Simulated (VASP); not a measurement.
# Ni in VASP: notebook, part 2 of 2

VASP 6.6.1.

## 5. Electric field gradients, PBE, collinear spin, ferromagnetic start (zz strain of -1 %)

INCAR reads:

```
PREC = Accurate ; ENCUT = 520
EDIFF = 1E-8 ; ISMEAR = -1
SIGMA = 0.05 ; LREAL = False
LASPH = True ; NELM = 150
ALGO = Normal ; ISIF = 2
LWAVE = False ; LCHARG = False
ISPIN = 2 ; MAGMOM = 1.5
LORBIT = 11 ; LMAXMIX = 4
GGA = PE ; LEFG = True
NBANDS = 15
```

KPOINTS reads:

```
regular mesh
0
Gamma
  20 20 20
```

POSCAR reads:

```
Ni
1.0
    0.0000000000      1.7679500000      1.7502705000
    1.7679500000      0.0000000000      1.7502705000
    1.7679500000      1.7679500000      0.0000000000
Ni
1
Direct
    0.0000000000      0.0000000000      0.0000000000
```

Potentials or basis: VASP PAW PBE potentials, release 64 (Ni).

Run with:

```console
cat potpaw_PBE.64/Ni/POTCAR > POTCAR
mpirun -np 1 vasp_std > vasp.out
```

OUTCAR:

```text
PREC = Accurate
   ENCUT = 520
   EDIFF = 1E-8
   ISMEAR = -1
   LREAL = False
   LASPH = True
   NELM = 150
   ISIF = 2
   ISPIN = 2
   LORBIT = 11
   GGA = PE

 ion  position               nearest neighbor table
   1  0.000  0.000  0.000-

  LATTYP: Found a body centered tetragonal cell.
 ALAT       =     2.5002588676
 C/A-ratio  =     1.4000714267

  Lattice vectors:

 A1 = (   0.0000000000,  -1.7679500000,  -1.7502705000)
 A2 = (   0.0000000000,   1.7679500000,  -1.7502705000)
 A3 = (   1.7679500000,   0.0000000000,   1.7502705000)
[... 1095 lines left out ...]

 Electric field gradients (V/A^2)
---------------------------------------------------------------------
 ion       V_xx      V_yy      V_zz      V_xy      V_xz      V_yz
---------------------------------------------------------------------
   1       0.404     0.404    -0.808    -0.001    -0.002    -0.002
---------------------------------------------------------------------

 Electric field gradients after diagonalization (V/A^2)
 (convention: |V_zz| > |V_xx| > |V_yy|)
----------------------------------------------------------------------
 ion       V_xx      V_yy      V_zz     asymmetry (V_yy - V_xx)/ V_zz
----------------------------------------------------------------------
   1       0.405     0.403    -0.808       0.002
----------------------------------------------------------------------

           NMR quadrupolar parameters

 Cq : quadrupolar parameter    Cq=e*Q*V_zz/h
 eta: asymmetry parameters     (V_yy - V_xx)/ V_zz
 Q  : nuclear electric quadrupole moment in mb (millibarn)
----------------------------------------------------------------------
 ion       Cq(MHz)       eta       Q (mb)
----------------------------------------------------------------------
   1      -0.002       0.002       1.000
----------------------------------------------------------------------

 total charge

# of ion       s       p       d       tot
------------------------------------------
    1        0.495   0.493   8.312   9.300

 magnetization (x)

# of ion       s       p       d       tot
------------------------------------------
    1       -0.006  -0.025   0.673   0.641
```

stdout:

```text
POSCAR found type information on POSCAR Ni
 POSCAR found :  1 types and       1 ions
 scaLAPACK will be used
 LDA part: xc-table for (Slater+PW92), standard interpolation
 POSCAR, INCAR and KPOINTS ok, starting setup
 FFT: planning ... GRIDC
 FFT: planning ... GRID_SOFT
 FFT: planning ... GRID
 WAVECAR not read
 entering main loop
ion   1
```

Wall time 7.8 min (1 thread of Intel Xeon 8259CL, shared host); peak memory 0.27 GiB.

Results:

- Free energy: -5.4775 eV
- Pressure: -0.9 GPa
- Net moment: 0.63 μB per cell
- Site moments: Ni +0.64 μB
- Largest electric field gradient by atom: Ni -0.8 V/Å²
- Valence electrons inside the program's atomic spheres: Ni 9.30

Electric field gradients, principal values (V/Å²):
| atom | least | middle | greatest (by size) |
| --- | --- | --- | --- |
| 1 Ni | 0.403 | 0.405 | -0.808 |

Caveat: the cell differs from its parent crystal (zz strain of -1 %); without QUAD_EFG the Cq values of the log hold for a quadrupole moment of 1 mb, not for the nuclei.

## 6. Electric field gradients, PBE, collinear spin, ferromagnetic start (zz strain of +2 %)

INCAR reads:

```
SYSTEM = Ni
PREC = Accurate
ENCUT = 520
EDIFF = 1E-8
ISMEAR = -1
SIGMA = 0.05
LREAL = .False.
LASPH = .True.
NELM = 150
ALGO = Normal
ISIF = 2
LWAVE = .False.
LCHARG = .False.
ISPIN = 2
MAGMOM = 1.5
LORBIT = 11
LMAXMIX = 4
GGA = PE
LEFG = .True.
NBANDS = 15
```

KPOINTS reads:

```
regular mesh
0
Gamma
  20 20 20
  0 0 0
```

POSCAR reads:

```
Ni
1.0
    0.0000000000      1.7679500000      1.8033090000
    1.7679500000      0.0000000000      1.8033090000
    1.7679500000      1.7679500000      0.0000000000
Ni
1
Direct
    0.0000000000      0.0000000000      0.0000000000
```

Potentials or basis: VASP PAW PBE potentials, release 64 (Ni).

Run with:

```console
cat potpaw_PBE.64/Ni/POTCAR > POTCAR
mpirun -np 1 vasp_std > vasp.out
```

OUTCAR:

```text
SYSTEM = Ni
   PREC = Accurate
   ENCUT = 520
   EDIFF = 1E-8
   ISMEAR = -1
   LREAL = .False.
   LASPH = .True.
   NELM = 150
   ISIF = 2
   ISPIN = 2
   LORBIT = 11
   GGA = PE

 ion  position               nearest neighbor table
   1  0.000  0.000  0.000-

  LATTYP: Found a body centered tetragonal cell.
 ALAT       =     2.5002588676
 C/A-ratio  =     1.4424978336

  Lattice vectors:

 A1 = (  -1.7679500000,   0.0000000000,   1.8033090000)
 A2 = (   1.7679500000,   0.0000000000,   1.8033090000)
 A3 = (   0.0000000000,   1.7679500000,  -1.8033090000)

Analysis of symmetry for initial positions (statically):
=====================================================================
 Subroutine PRICEL returns:
 Original cell was already a primitive cell.

 Routine SETGRP: Setting up the symmetry group for a
 body centered tetragonal supercell.

 Subroutine GETGRP returns: Found 16 space group operations
 (whereof 16 operations were pure point group operations)
 out of a pool of 16 trial point group operations.

The static configuration has the point symmetry D_4h.

Analysis of symmetry for dynamics (positions and initial velocities):
=====================================================================
 Subroutine PRICEL returns:
 Original cell was already a primitive cell.

 Routine SETGRP: Setting up the symmetry group for a
 body centered tetragonal supercell.

 Subroutine GETGRP returns: Found 16 space group operations
 (whereof 16 operations were pure point group operations)
 out of a pool of 16 trial point group operations.

The dynamic configuration has the point symmetry D_4h.

Analysis of structural, dynamic, and magnetic symmetry:
=====================================================================
 Subroutine PRICEL returns:
 Original cell was already a primitive cell.

 Routine SETGRP: Setting up the symmetry group for a
 body centered tetragonal supercell.

 Subroutine GETGRP returns: Found 16 space group operations
 (whereof 16 operations were pure point group operations)
 out of a pool of 16 trial point group operations.

The overall configuration has the point symmetry D_4h.

 Subroutine INISYM returns: Found 16 space group operations
 (whereof 16 operations are pure point group operations),
 and found     1 'primitive' translations

----------------------------------------------------------------------------------------

                                     Primitive cell

  volume of cell :      11.2730

  direct lattice vectors                    reciprocal lattice vectors
     0.000000000  1.767950000  1.803309000    -0.282813428  0.282813428  0.277268067
     1.767950000  0.000000000  1.803309000     0.282813428 -0.282813428  0.277268067
     1.767950000  1.767950000  0.000000000     0.282813428  0.282813428 -0.277268067

  length of vectors
     2.525385228  2.525385228  2.500258868     0.486666673  0.486666673  0.486666673

  position of ions in fractional coordinates (direct lattice)
     0.000000000  0.000000000  0.000000000

  ion indices of the primitive-cell ions
   primitive index   ion index
                 1           1

[... 115 lines left out ...]

  energy without entropy =       -5.45449769  energy(sigma->0) =       -5.46183953

 E-fermi :   8.8831     XC(G=0): -13.0474

 val. band max:        8.8825734955   @ k =  -0.2500   0.3500   0.1500
 cond. band min:       8.8835383980   @ k =  -0.2000   0.3500   0.2000
 fundamental gap:      0.0009649025
 Fermi energy:         8.8831171965

 spin component 1

 k-point     1 :       0.0000    0.0000    0.0000
  band No.  band energies     occupation
      1       0.1186      1.00000
      2       6.4559      1.00000
      3       6.5712      1.00000
      4       6.5712      1.00000
      5       7.5886      1.00000
      6       7.7159      1.00000
      7      32.3135      0.00000
      8      35.7719      0.00000
      9      35.9523      0.00000
     10      35.9523      0.00000
     11      38.6902      0.00000
     12      38.6902      0.00000
     13      38.7957      0.00000
     14      41.7427      0.00000
[... 403 lines left out ...]
      4       6.8012      1.00000
      5       7.9575      1.00000
      6       8.3138      0.99999
      7      17.7126      0.00000
      8      29.8212      0.00000
      9      32.6488      0.00000
     10      34.4561      0.00000
     11      36.4718      0.00000
     12      37.8006      0.00000
     13      41.7478      0.00000
     14      48.5259      0.00000
     15      50.1223      0.00000

 [... further k-points ...]

 spin component 2

 k-point     1 :       0.0000    0.0000    0.0000
  band No.  band energies     occupation
      1       0.0797      1.00000
      2       7.2196      1.00000
      3       7.3332      1.00000
      4       7.3332      1.00000
      5       8.1824      1.00000
      6       8.3046      0.99999
      7      32.1418      0.00000
      8      35.7424      0.00000
      9      35.9414      0.00000
     10      35.9414      0.00000
     11      38.7808      0.00000
     12      38.7808      0.00000
     13      38.9022      0.00000
     14      41.6141      0.00000
[... 403 lines left out ...]
      4       7.3661      1.00000
      5       8.6914      0.97882
      6       9.0147      0.06709
      7      17.9514      0.00000
      8      29.8106      0.00000
      9      32.6179      0.00000
     10      34.5567      0.00000
     11      36.4919      0.00000
     12      37.8158      0.00000
     13      41.8101      0.00000
     14      48.5953      0.00000
     15      50.2888      0.00000

 [... further k-points ...]

------------------------ aborting loop because EDIFF is reached ----------------------------------------

  FORCE on cell =-STRESS in cart. coord.  units (eV):
  Direction    XX          YY          ZZ          XY          YZ          ZX
  --------------------------------------------------------------------------------------
  -------------------------------------------------------------------------------------
  Total       -0.3850502     -0.3850502     -0.5408042      0.0000000      0.0000000      0.0000000
  in kB      -54.7252603    -54.7252603    -76.8617960      0.0000000      0.0000000      0.0000000
  external PRESSURE =     -62.1041055 kB  Pullay stress =       0.0000000 kB

 VOLUME and BASIS-vectors are now :
 -----------------------------------------------------------------------------
  energy-cutoff  :      520.00
  volume of cell :       11.27
      direct lattice vectors                 reciprocal lattice vectors
     0.000000000  1.767950000  1.803309000    -0.282813428  0.282813428  0.277268067
     1.767950000  0.000000000  1.803309000     0.282813428 -0.282813428  0.277268067
     1.767950000  1.767950000  0.000000000     0.282813428  0.282813428 -0.277268067

 POSITION                                       TOTAL-FORCE (eV/Angst)
 -----------------------------------------------------------------------------------
      0.00000      0.00000      0.00000         0.000000      0.000000      0.000000
 -----------------------------------------------------------------------------------
    total drift:                                0.000000     -0.000000      0.000000

  FREE ENERGIE OF THE ION-ELECTRON SYSTEM (eV)
  ---------------------------------------------------
  free  energy   TOTEN  =        -5.4691813552 eV

  energy  without entropy=       -5.4544976949  energy(sigma->0) =       -5.46183953

 Electric field gradients (V/A^2)
---------------------------------------------------------------------
 ion       V_xx      V_yy      V_zz      V_xy      V_xz      V_yz
---------------------------------------------------------------------
   1      -0.813    -0.813     1.626    -0.003    -0.001    -0.001
---------------------------------------------------------------------

 Electric field gradients after diagonalization (V/A^2)
 (convention: |V_zz| > |V_xx| > |V_yy|)
----------------------------------------------------------------------
 ion       V_xx      V_yy      V_zz     asymmetry (V_yy - V_xx)/ V_zz
----------------------------------------------------------------------
   1      -0.816    -0.810     1.626       0.003
----------------------------------------------------------------------

           NMR quadrupolar parameters

 Cq : quadrupolar parameter    Cq=e*Q*V_zz/h
 eta: asymmetry parameters     (V_yy - V_xx)/ V_zz
 Q  : nuclear electric quadrupole moment in mb (millibarn)
----------------------------------------------------------------------
 ion       Cq(MHz)       eta       Q (mb)
----------------------------------------------------------------------
   1       0.004       0.003       1.000
----------------------------------------------------------------------

 total charge

# of ion       s       p       d       tot
------------------------------------------
    1        0.483   0.467   8.299   9.249

 magnetization (x)

# of ion       s       p       d       tot
------------------------------------------
    1       -0.007  -0.025   0.680   0.648
```

Run time: 6.7 min. Hardware: 1 thread of Intel Xeon 8259CL, shared host; peak memory 0.27 GiB.

What came out:

```
Free energy                                           : -5.4692 eV
Pressure                                              : -6.2 GPa
Net moment                                            : 0.63 μB per cell
Site moments                                          : Ni +0.65 μB
Largest electric field gradient by atom               : Ni +1.6 V/Å²
Valence electrons inside the program's atomic spheres : Ni 9.25
```

Stress tensor (GPa, compression positive):
```
-5.47  0.00  0.00
 0.00 -5.47  0.00
 0.00  0.00 -7.69
```

Levels at points of the mesh, in eV from the Fermi level:
Spin up:
```tsv
k point	band 2	band 3	band 4	band 5	band 6	band 7	band 8	band 9
(0.00, 0.00, 0.00)	-2.43	-2.31	-2.31	-1.29	-1.17	23.43	26.89	27.07
(0.50, 0.00, 0.00)	-2.39	-2.27	-0.64	-0.59	-0.22	5.41	21.85	23.82
(0.50, 0.50, 0.00)	-4.01	-0.55	-0.50	-0.50	2.14	8.56	14.82	14.82
(0.50, 0.00, 0.50)	-4.02	-0.56	-0.53	-0.46	2.58	9.08	14.34	14.34
```
Spin down:
```
           k point  band 3  band 4  band 5  band 6  band 7  band 8
(0.00, 0.00, 0.00)   -1.55   -1.55   -0.70   -0.58   23.26   26.86
(0.50, 0.00, 0.00)   -1.64   -0.29    0.12    0.17    5.84   21.71
(0.50, 0.50, 0.00)    0.06    0.37    0.37    2.09    8.81   14.83
(0.50, 0.00, 0.50)    0.05    0.33    0.42    2.54    9.32   14.34
```

Electric field gradients, principal values (V/Å²):
| atom | least | middle | greatest (by size) |
| --- | --- | --- | --- |
| 1 Ni | -0.810 | -0.816 | 1.626 |

Caveat: the cell differs from its parent crystal (zz strain of +2 %); the cell stands under tension; without QUAD_EFG the Cq values of the log hold for a quadrupole moment of 1 mb, not for the nuclei.

## 7. Overview

| cell | gap on the mesh (eV) | pressure (GPa) | moment (μB) |
| --- | --- | --- | --- |
| a = 2.483 Å, angles 60.0°, 1 atom | none | 1.1 | 0.63 |
| a = 2.509 Å, angles 60.0°, 1 atom | none | -4.6 | 0.63 |
| a = 2.533 Å, angles 60.0°, 1 atom | none | -9.3 | 0.64 |
| a = 2.488, b = 2.488, c = 2.500 Å, angles 59.8, 59.8, 60.3°, 1 atom | none | -0.9 | 0.63 |
| a = 2.525, b = 2.525, c = 2.500 Å, angles 60.3, 60.3, 59.3°, 1 atom | none | -6.2 | 0.63 |

Alike in all rows: task electric field gradients; level PBE; potentials or basis VASP PAW PBE potentials, release 64 (Ni); spin collinear, ferromagnetic start; k mesh 20 × 20 × 20; cutoff (eV) 520; smearing fermi-dirac 0.05 eV.

Caveats: the cell stands under tension (at least some runs).

Total energies depend on the potentials used, so only differences within one code and one set of settings carry meaning.
